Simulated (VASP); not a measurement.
# PbO2 (P4_2/mnm) in VASP: settings compared, part 3 of 3

VASP 6.6.1. The steps go on from the part before.

**5. Single point, LDA**

This run uses another cell than the first one, of 14.18 Å³/atom.

File INCAR:

```
ALGO = Normal
EDIFF = 1E-6
ENCUT = 520
ISIF = 2
ISMEAR = -1
LASPH = T
LCHARG = F
LREAL = F
LWAVE = F
NBANDS = 35
NELM = 80
PREC = Accurate
SIGMA = 0.05
```

File KPOINTS:

```
k-points
0
Gamma
  5 5 6
```

File POSCAR:

```
PbO2
1.0
    4.9949598700      0.0000000000      0.0000000000
    0.0000000000      4.9949598700      0.0000000000
    0.0000000000      0.0000000000      3.4090009600
Pb O
2 4
Direct
    0.5000000000      0.5000000000      0.5000000000
    0.0000000000      0.0000000000      0.0000000000
    0.6925710400      0.6925710400      0.0000000000
    0.8074289600      0.1925710400      0.5000000000
    0.1925710400      0.8074289600      0.5000000000
    0.3074289600      0.3074289600      0.0000000000
```

Potentials or basis: VASP PAW LDA potentials, release 64 (Pb_d, O).

The run is started by

```bash
cat potpaw_LDA.64/Pb_d/POTCAR potpaw_LDA.64/O/POTCAR > POTCAR
mpirun -np 1 vasp_std > vasp.out
```

OUTCAR:

```text
EDIFF = 1E-6
   ENCUT = 520
   ISIF = 2
   ISMEAR = -1
   LASPH = T
   LREAL = F
   NELM = 80
   PREC = Accurate

 ion  position               nearest neighbor table
   1  0.500  0.500  0.500-   4 2.17   5 2.17   3 2.18   6 2.18   3 2.18   6 2.18   2 3.92   2 3.92
                             2 3.92   2 3.92   2 3.92   2 3.92   2 3.92   2 3.92
   2  0.000  0.000  0.000-   3 2.17   6 2.17   5 2.18   4 2.18   4 2.18   5 2.18   1 3.92   1 3.92
                             1 3.92   1 3.92   1 3.92   1 3.92   1 3.92   1 3.92
   3  0.693  0.693  0.000-   2 2.17   1 2.18   1 2.18
   4  0.807  0.193  0.500-   1 2.17   2 2.18   2 2.18
   5  0.193  0.807  0.500-   1 2.17   2 2.18   2 2.18
   6  0.307  0.307  0.000-   2 2.17   1 2.18   1 2.18

  LATTYP: Found a simple tetragonal cell.
 ALAT       =     4.9949598700
 C/A-ratio  =     0.6824881578

  Lattice vectors:

 A1 = (   4.9949598700,   0.0000000000,   0.0000000000)
 A2 = (   0.0000000000,   4.9949598700,   0.0000000000)
 A3 = (   0.0000000000,   0.0000000000,   3.4090009600)

Analysis of symmetry for initial positions (statically):
=====================================================================
 Subroutine PRICEL returns:
[... 185 lines left out ...]
 Fermi energy:         3.9845607012

 k-point     1 :       0.0000    0.0000    0.0000
  band No.  band energies     occupation
      1     -14.1406      2.00000
      2     -14.0633      2.00000
      3     -12.2818      2.00000
      4     -12.2818      2.00000
      5     -11.6083      2.00000
      6     -11.4009      2.00000
[... 901 lines left out ...]
     34      13.8408      0.00000
     35      16.4576      0.00000

------------------------ aborting loop because EDIFF is reached ----------------------------------------

  FORCE on cell =-STRESS in cart. coord.  units (eV):
  Direction    XX          YY          ZZ          XY          YZ          ZX
  --------------------------------------------------------------------------------------
  -------------------------------------------------------------------------------------
  Total       -1.8674264     -1.8674264     -2.0882726     -0.0000000      0.0000000      0.0000000
  in kB      -35.1773353    -35.1773353    -39.3374890     -0.0000000      0.0000000      0.0000000
  external PRESSURE =     -36.5640532 kB  Pullay stress =       0.0000000 kB

 VOLUME and BASIS-vectors are now :
 -----------------------------------------------------------------------------
  energy-cutoff  :      520.00
  volume of cell :       85.05
      direct lattice vectors                 reciprocal lattice vectors
     4.994959870  0.000000000  0.000000000     0.200201809  0.000000000  0.000000000
     0.000000000  4.994959870  0.000000000     0.000000000  0.200201809  0.000000000
     0.000000000  0.000000000  3.409000960     0.000000000  0.000000000  0.293341073

 POSITION                                       TOTAL-FORCE (eV/Angst)
 -----------------------------------------------------------------------------------
      2.49748      2.49748      1.70450         0.000000      0.000000      0.000000
      0.00000      0.00000      0.00000         0.000000      0.000000      0.000000
      3.45936      3.45936      0.00000        -0.030589     -0.030589      0.000000
      4.03308      0.96188      1.70450         0.030589     -0.030589      0.000000
      0.96188      4.03308      1.70450        -0.030589      0.030589     -0.000000
      1.53560      1.53560      0.00000         0.030589      0.030589     -0.000000
 -----------------------------------------------------------------------------------
    total drift:                                0.000000      0.000000      0.000000

  FREE ENERGIE OF THE ION-ELECTRON SYSTEM (eV)
  ---------------------------------------------------
  free  energy   TOTEN  =       -36.6336164774 eV

  energy  without entropy=      -36.6310145660  energy(sigma->0) =      -36.63231552
```

OSZICAR:

```text
N       E                     dE             d eps       ncg     rms          rms(c)
DAV:   1     0.672164156916E+03    0.67216E+03   -0.25639E+04  1680   0.180E+03
DAV:   2     0.503383654026E+02   -0.62183E+03   -0.58925E+03  1830   0.496E+02
DAV:   3    -0.374420773822E+02   -0.87780E+02   -0.85126E+02  2009   0.205E+02
DAV:   4    -0.420413542487E+02   -0.45993E+01   -0.45559E+01  2152   0.488E+01
DAV:   5    -0.421948364805E+02   -0.15348E+00   -0.15320E+00  2173   0.931E+00    0.135E+01
DAV:   6    -0.367774482169E+02    0.54174E+01   -0.16594E+01  2548   0.500E+01    0.447E+00
DAV:   7    -0.367236105156E+02    0.53838E-01   -0.16523E+00  2027   0.948E+00    0.267E+00
DAV:   8    -0.366592746872E+02    0.64336E-01   -0.44826E-01  2632   0.558E+00    0.120E+00
DAV:   9    -0.366326582876E+02    0.26616E-01   -0.77331E-02  2578   0.348E+00    0.124E-01
DAV:  10    -0.366336588739E+02   -0.10006E-02   -0.99371E-03  1905   0.543E-01    0.804E-02
DAV:  11    -0.366336289069E+02    0.29967E-04   -0.19576E-04  2527   0.119E-01    0.396E-02
DAV:  12    -0.366336172551E+02    0.11652E-04   -0.30095E-05  1962   0.371E-02    0.994E-03
DAV:  13    -0.366336164774E+02    0.77770E-06   -0.22119E-06  1621   0.181E-02
   1 F= -.36633616E+02 E0= -.36632316E+02  d E =-.260191E-02
```

It took 86 s on 1 thread of Intel Xeon 8259CL, shared host; peak memory 0.2 GiB.

Results:

| Property | Result |
| --- | --- |
| Free energy | -36.6336 eV |
| Pressure | -3.7 GPa |
| Largest force | 0.043 eV/Å |
| Band gap on the k mesh | 0.17 eV (least direct gap 0.30 eV) |

Forces in eV/Å, atoms in the order of the input:
```
Pb   0.000  0.000  0.000
Pb   0.000  0.000  0.000
O   -0.031 -0.031  0.000
O    0.031 -0.031  0.000
O   -0.031  0.031  0.000
O    0.031  0.031  0.000
```

Caveat: the cell stands under tension; spin-orbit coupling is left out, which moves the levels of the heavy elements; an odd mesh through Γ misses points on the zone boundary, where band edges can lie.

**6. Overview**

| level | potentials or basis | cell | gap on the mesh (eV) | pressure (GPa) | largest force (eV/Å) |
| --- | --- | --- | --- | --- | --- |
| PBEsol | VASP PAW PBE potentials, release 64 (Pb_d, O) | a = 4.730, b = 4.730, c = 3.391 Å, 6 atoms | - | 20.3 | - |
| PBEsol | VASP PAW PBE potentials, release 64 (Pb_d, O) | a = 4.961, b = 4.961, c = 3.408 Å, 6 atoms | 0.16 | 2.3 | 0.01 |
| PBEsol | VASP PAW PBE potentials, release 64 (Pb_d, O) | a = 4.997, b = 4.997, c = 3.411 Å, 6 atoms | 0.16 | 0.2 | 0.01 |
| LDA | VASP PAW LDA potentials, release 64 (Pb_d, O) | a = 4.995, b = 4.995, c = 3.409 Å, 6 atoms | 0.17 | -3.7 | 0.04 |

Alike in all rows: task single point; no spin polarisation; k mesh 5 × 5 × 6; cutoff (eV) 520; smearing fermi-dirac 0.05 eV.

Caveats: spin-orbit coupling is left out, which moves the levels of the heavy elements; the PAW data sets were made with another functional, which shifts forces and pressure a little (at least some runs); an odd mesh through Γ misses points on the zone boundary, where band edges can lie (at least some runs); the cell stands under pressure (at least some runs); the cell stands under tension (at least some runs).

Total energies depend on the potentials used, so only differences within one code and one set of settings carry meaning.
